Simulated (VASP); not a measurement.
Crystal: KGe3.

```xyz
4
Lattice="-1.9380 1.9380 4.7960 1.9380 -1.9380 4.7960 1.9380 1.9380 -4.7960" Properties=species:S:1:pos:R:3 pbc="T T T"
K     0.0000    0.0000    0.0000
Ge    0.0000    0.0000    3.6440
Ge    0.0000    1.9380    2.3980
Ge    0.0000    0.0000    5.9480
```

The cell was generated, and may not be a known phase.

- Program: VASP 6.6.1
- Task: relaxation of cell and atoms
- Functional: PBE
- Potentials or basis: VASP PAW PBE potentials, release 64 (K_sv, Ge_d)
- Cutoff: 600 eV
- k mesh: 6 × 6 × 6
- Occupations: gaussian, width 0.1 eV
- Spin: no spin polarisation

At the start: pressure 30.1 GPa; volume 18.01 Å³/atom.

How do energy, volume and symmetry change on relaxing?

Over 8 steps the energy falls by 559.6 meV/atom and the volume is 26.59 Å³/atom (+47.6 %); space group I-4m2 (No. 119, to 0.1 Å) before and after.

Step by step:
| step | energy change (eV) | largest force (eV/Å) | pressure (GPa) | volume (Å³) |
| --- | --- | --- | --- | --- |
| 1 | 0.0000 | 0.0134 | 30.05 | 72.05 |
| 2 | -2.1828 | 0.0464 | -2.02 | 113.33 |
| 3 | -2.2316 | 0.0666 | 0.55 | 104.16 |
| 4 | -2.2342 | 0.0638 | 0.00 | 105.88 |
| 5 | -2.2338 | 0.0653 | 0.21 | 105.12 |
| 6 | -2.2355 | 0.0535 | 0.22 | 105.18 |
| 7 | -2.2380 | 0.0033 | 0.25 | 105.37 |
| 8 | -2.2385 | 0.0027 | -0.06 | 106.36 |

Final structure:
```
K Ge
1.0
    -2.20987    2.20987    5.44481
     2.20987   -2.20987    5.44481
     2.20987    2.20987   -5.44481
K Ge
1 3
Cartesian
  0.0000 0.0000 0.0000
  0.0000 0.0000 4.1498
  0.0000 2.2099 2.7224
  0.0000 0.0000 6.7399
```

Caveat: the volume moved by over 15 % at a fixed basis, so the end points are rough.
